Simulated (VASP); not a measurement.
# B2As3 (R32) in VASP: further runs, part 2 of 2

VASP 6.6.1. Earlier steps stand in the parts before.

### Step 3. Single point, PBE

This run uses another cell than the first one, of 17.11 Å³/atom.

INCAR reads:

```
PREC     = Accurate       # precision mode
ENCUT    = 520            # plane-wave cutoff, eV
EDIFF    = 1E-7           # SCF threshold, eV
ISMEAR   = 0              # smearing method
SIGMA    = 0.1            # smearing width, eV
LREAL    = False          # projectors in reciprocal space
LASPH    = True           # aspherical terms in the spheres
NELM     = 80             # most SCF steps
ALGO     = Normal         # electronic algorithm
ISIF     = 2              # what is computed and relaxed
LWAVE    = False          # write WAVECAR
LCHARG   = True           # write CHGCAR
GGA      = PE             # functional
LELF     = True           # ELF
LVHAR    = True         
NBANDS   = 18             # bands
```

KPOINTS reads:

```
regular mesh
0
Gamma
  6 6 6
```

POSCAR reads:

```
B2As3
1.0
    3.0251621101      1.7465781586      2.6991183432
   -3.0251621101      1.7465781586      2.6991183432
    0.0000000000     -3.4931563172      2.6991183431
B As
2 3
Direct
    0.1092213696      0.1092213696      0.1092213696
    0.8907786304      0.8907786304      0.8907786304
    0.5000000000      0.1705823545      0.8294176455
    0.8294176455      0.5000000000      0.1705823545
    0.1705823545      0.8294176455      0.5000000000
```

Potentials or basis: VASP PAW PBE potentials, release 64 (B, As).

On the command line:

```sh
> cat potpaw_PBE.64/B/POTCAR potpaw_PBE.64/As/POTCAR > POTCAR
> mpirun -np 1 vasp_std > vasp.out
```

OUTCAR:

```text
PREC = Accurate
   ENCUT = 520
   EDIFF = 1E-7
   ISMEAR = 0
   LREAL = False
   LASPH = True
   NELM = 80
   ISIF = 2
   GGA = PE

 ion  position               nearest neighbor table
   1  0.109  0.109  0.109-   2 1.77   5 2.08   4 2.08   3 2.08
   2  0.891  0.891  0.891-   1 1.77   5 2.08   3 2.08   4 2.08
   3  0.500  0.171  0.829-   2 2.08   1 2.08   4 2.70   5 2.70
   4  0.829  0.500  0.171-   1 2.08   2 2.08   3 2.70   5 2.70
   5  0.171  0.829  0.500-   1 2.08   2 2.08   3 2.70   4 2.70

  LATTYP: Found a trigonal (rhomboedric) cell.
 ALAT       =     4.4144513688
 COS(alpha) =     0.0607659546

  Lattice vectors:

 A1 = (   3.0251621101,   1.7465781586,   2.6991183432)
 A2 = (  -3.0251621101,   1.7465781586,   2.6991183432)
 A3 = (   0.0000000000,  -3.4931563172,   2.6991183431)

Analysis of symmetry for initial positions (statically):
=====================================================================
 Subroutine PRICEL returns:
 Original cell was already a primitive cell.

 Routine SETGRP: Setting up the symmetry group for a
 trigonal (rhombohedral) supercell.

 Subroutine GETGRP returns: Found  6 space group operations
 (whereof  6 operations were pure point group operations)
 out of a pool of 12 trial point group operations.

The static configuration has the point symmetry D_3 .

Analysis of symmetry for dynamics (positions and initial velocities):
=====================================================================
 Subroutine PRICEL returns:
 Original cell was already a primitive cell.

 Routine SETGRP: Setting up the symmetry group for a
 trigonal (rhombohedral) supercell.

 Subroutine GETGRP returns: Found  6 space group operations
 (whereof  6 operations were pure point group operations)
 out of a pool of 12 trial point group operations.

The dynamic configuration has the point symmetry D_3 .

 Subroutine INISYM returns: Found  6 space group operations
 (whereof  6 operations are pure point group operations),
 and found     1 'primitive' translations

----------------------------------------------------------------------------------------

                                     Primitive cell

  volume of cell :      85.5677

  direct lattice vectors                    reciprocal lattice vectors
     3.025162110  1.746578159  2.699118343     0.165280399  0.095424683  0.123497117
    -3.025162110  1.746578159  2.699118343    -0.165280399  0.095424683  0.123497117
     0.000000000 -3.493156317  2.699118343     0.000000000 -0.190849365  0.123497117

  length of vectors
     4.414451369  4.414451369  4.414451369     0.227321398  0.227321398  0.227321398

  position of ions in fractional coordinates (direct lattice)
     0.109221370  0.109221370  0.109221370
     0.890778630  0.890778630  0.890778630
     0.500000000  0.170582354  0.829417646
     0.829417646  0.500000000  0.170582354
     0.170582354  0.829417646  0.500000000

  ion indices of the primitive-cell ions
   primitive index   ion index
                 1           1
                 2           2
                 3           3
                 4           4
[... 25 lines left out ...]

 Found     32 irreducible k-points:

 Following reciprocal coordinates:
            Coordinates               Weight
  0.000000  0.000000  0.000000      1.000000
  0.166667  0.000000 -0.000000      6.000000
  0.333333  0.000000 -0.000000      6.000000
  0.500000  0.000000 -0.000000      3.000000
  0.166667  0.166667 -0.000000      6.000000
  0.333333  0.166667 -0.000000     12.000000
[... 16 lines left out ...]
  0.500000  0.500000  0.166667      6.000000
 -0.333333  0.500000  0.166667     12.000000
 [... further k-points ...]
   k-points           NKPTS =     32   k-points in BZ     NKDIM =     32   number of bands    NBANDS=     18
   number of dos      NEDOS =    301   number of ions     NIONS =      5
   total plane-waves  NPLWV =  46656
   dimension x,y,z NGX =    36 NGY =   36 NGZ =   36
   dimension x,y,z NGXF=    72 NGYF=   72 NGZF=   72
   ions per type =               2   3
   NGX,Y,Z   is equivalent  to a cutoff of  13.56, 13.56, 13.56 a.u.
   NGXF,Y,Z  is equivalent  to a cutoff of  27.11, 27.11, 27.11 a.u.
 SYSTEM =  unknown system
   PREC   = accura    normal or accurate (medium, high low for compatibility)
   ISTART =      0    job   : 0-new  1-cont  2-samecut
   ICHARG =      2    charge: 1-file 2-atom 10-const
   ISPIN  =      1    spin polarized calculation?
   LNONCOLLINEAR =      F non collinear calculations
   LSORBIT =      F    spin-orbit coupling
   LASPH  =      T    aspherical Exc in radial PAW
   ENCUT  =  520.0 eV  38.22 Ry    6.18 a.u.   8.21  8.21  8.21*2*pi/ulx,y,z
   NELM   =     80;   NELMIN=  2; NELMDL= -5     # of ELM steps
   EDIFF  = 0.1E-06   stopping-criterion for ELM
   LREAL  =      F    real-space projection
   EDIFFG = 0.1E-05   stopping-criterion for IOM
   NSW    =      0    number of steps for IOM
   IBRION =     -1    ionic relax: 0-MD 1-quasi-New 2-CG
   NFREE  =      0    steps in history (QN), initial steepest desc. (CG)
   ISIF   =      2    stress and relaxation
   ISYM   =      2    0-nonsym 1-usesym 2-fastsym
   POTIM  = 0.5000    time-step for ionic-motion
   TEBEG  =    0.0;   TEEND  =   0.0 temperature during run
   PSTRESS=    0.0 pullay stress
   NELECT =      21.0000    total number of electrons
   NUPDOWN=      -1.0000    fix difference up-down
   EMIN   =  10.00;   EMAX   =-10.00  energy-range for DOS
   EFERMI =   0.00;   METHOD = LEGACY
   ISMEAR =     0;   SIGMA  =   0.10  broadening in eV -4-tet -1-fermi 0-gaus
   EFERMI_NEDOS =   21; number of points for ismear=-14 and -15
   IALGO  =     38    algorithm
   IMIX   =      4    mixing-type and parameters
     AMIX     =   0.40;   BMIX     =  1.00
     AMIX_MAG =   1.60;   BMIX_MAG =  1.00
  volume/ion in A,a.u.               =      17.11       115.49
  Fermi-wavevector in a.u.,A,eV,Ry     =   1.024970  1.936913 14.293795  1.050564
  Thomas-Fermi vector in A             =   2.158786
   LORBIT       =      0    0 simple, 1 ext, 2 COOP (PROOUT), +10 PAW based schemes
   GGA     = PE    functional components
   LHFCALC =     F    Hartree Fock is set to
   AEXX    =    0.0000 exact exchange contribution
   IVDW    =     0    specifies the selected vdW correction
   LEPSILON=     F    determine dielectric tensor
   LRPA    =     F    only Hartree local field effects (RPA)
 non-spin polarized calculation
 Gauss-broadening in eV      SIGMA  =   0.10
  energy-cutoff  :      520.00
  volume of cell :       85.57
 maximum number of plane-waves:      2332
 NGX is ok and might be reduce to    36
   NGX = 17   NGY = 17   NGZ = 17

 number of electron      21.0000000 magnetization

 Free energy of the ion-electron system (eV)
  ---------------------------------------------------
  ext. energy  EPLUGINS =         0.00000000
  ---------------------------------------------------
  free energy    TOTEN  =       -25.34806873 eV

  energy without entropy =      -25.33683921  energy(sigma->0) =      -25.34245397

 E-fermi :   3.9468     XC(G=0):  -9.8752

 val. band max:        3.9453983211   @ k =   0.3333   0.3333   0.3333
 cond. band min:       3.9602730521   @ k =  -0.3333   0.3333   0.0000
 fundamental gap:      0.0148747310
 Fermi energy:         3.9467524939

 k-point     1 :       0.0000    0.0000    0.0000
  band No.  band energies     occupation
      1      -9.9822      2.00000
      2      -5.6222      2.00000
      3      -5.6222      2.00000
      4      -1.9421      2.00000
      5      -1.4953      2.00000
      6      -0.0905      2.00000
[... 481 lines left out ...]
      5      -1.3313      2.00000
      6      -0.2674      2.00000
[... 10 lines left out ...]
     17      10.8130      0.00000
     18      11.7871      0.00000

 [... further k-points ...]

------------------------ aborting loop because EDIFF is reached ----------------------------------------

  FORCE on cell =-STRESS in cart. coord.  units (eV):
  Direction    XX          YY          ZZ          XY          YZ          ZX
  --------------------------------------------------------------------------------------
  -------------------------------------------------------------------------------------
  Total        0.2069284      0.2069284      0.0894842      0.0000000      0.0000000     -0.0000000
  in kB        3.8745465      3.8745465      1.6755101      0.0000000      0.0000000     -0.0000000
  external PRESSURE =       3.1415344 kB  Pullay stress =       0.0000000 kB

 VOLUME and BASIS-vectors are now :
 -----------------------------------------------------------------------------
  energy-cutoff  :      520.00
  volume of cell :       85.57
      direct lattice vectors                 reciprocal lattice vectors
     3.025162110  1.746578159  2.699118343     0.165280399  0.095424683  0.123497117
    -3.025162110  1.746578159  2.699118343    -0.165280399  0.095424683  0.123497117
     0.000000000 -3.493156317  2.699118343     0.000000000 -0.190849365  0.123497117

 POSITION                                       TOTAL-FORCE (eV/Angst)
 -----------------------------------------------------------------------------------
      0.00000      0.00000      0.88440         0.000000     -0.000000     -0.030986
      0.00000      0.00000      7.21295         0.000000     -0.000000      0.030986
      0.99654     -1.72606      4.04868        -0.017579      0.030448      0.000000
      0.99654      1.72606      4.04868        -0.017579     -0.030448     -0.000000
     -1.99308      0.00000      4.04868         0.035159     -0.000000     -0.000000
 -----------------------------------------------------------------------------------
    total drift:                                0.000000     -0.000000      0.000000

  FREE ENERGIE OF THE ION-ELECTRON SYSTEM (eV)
  ---------------------------------------------------
  free  energy   TOTEN  =       -25.3480687307 eV

  energy  without entropy=      -25.3368392070  energy(sigma->0) =      -25.34245397
```

Run time: 82 s. Hardware: 1 thread of Intel Xeon 8259CL, shared host; peak memory 0.22 GiB.

What came out:

| Property | Result |
| --- | --- |
| Free energy | -25.3481 eV |
| Pressure | 0.3 GPa |
| Largest force | 0.035 eV/Å |
| Band gap on the k mesh | zero (an odd number of electrons rules out a gap without spin polarisation) |

Forces in eV/Å, atoms in the order of the input:
```
B    0.000  0.000 -0.031
B    0.000  0.000  0.031
As  -0.018  0.030  0.000
As  -0.018 -0.030  0.000
As   0.035  0.000  0.000
```
